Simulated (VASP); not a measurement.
Wanted: the native input for a VASP 6.6.1 run.

```
Task                   : single point
Functional             : LDA
Potentials or basis    : VASP PAW LDA potentials, release 64 (Y_sv, Te)
Cutoff                 : 520 eV
k mesh                 : 8 × 8 × 7
Occupations            : methfessel-paxton, width 0.05 eV
Spin                   : no spin polarisation
Dipole correction      : no
Further INCAR settings : ALGO = Normal; EDIFF = 1e-06; NBANDS = 16
```

The structure of YTe lies in POSCAR:

```
YTe
1.0
    4.0535588949      0.0000000000      0.0000000000
   -2.0267794475      3.5104851854      0.0000000000
    0.0000000000      0.0000000000      4.0067718924
Y Te
1 1
Direct
    0.3333333333      0.6666666667      0.0000000000
    0.6666666667      0.3333333333      0.5000000000
```

These files were run (other wordings do the same):

INCAR

```
SYSTEM = YTe
PREC = Accurate
ENCUT = 520
EDIFF = 1E-6
ISMEAR = 1
SIGMA = 0.05
LREAL = .False.
LASPH = .True.
NELM = 60
ALGO = Normal
ISIF = 2
LWAVE = .False.
LCHARG = .False.
NBANDS = 16
```

KPOINTS

```
Automatic mesh
0
Gamma
  8 8 7
  0 0 0
```

Potentials or basis: VASP PAW LDA potentials, release 64 (Y_sv, Te).

Command:

```sh
$ cat potpaw_LDA.64/Y_sv/POTCAR potpaw_LDA.64/Te/POTCAR > POTCAR
$ mpirun -np 1 vasp_std > vasp.out
```

Results of the run:

```
Pressure : -2.1 GPa
```

Wall time 40 s on 1 thread of Intel(R) Xeon(R) Platinum 8259CL CPU @ 2.50GHz (Skylake/Cascade Lake) (shared host), peak memory 0.19 GiB.
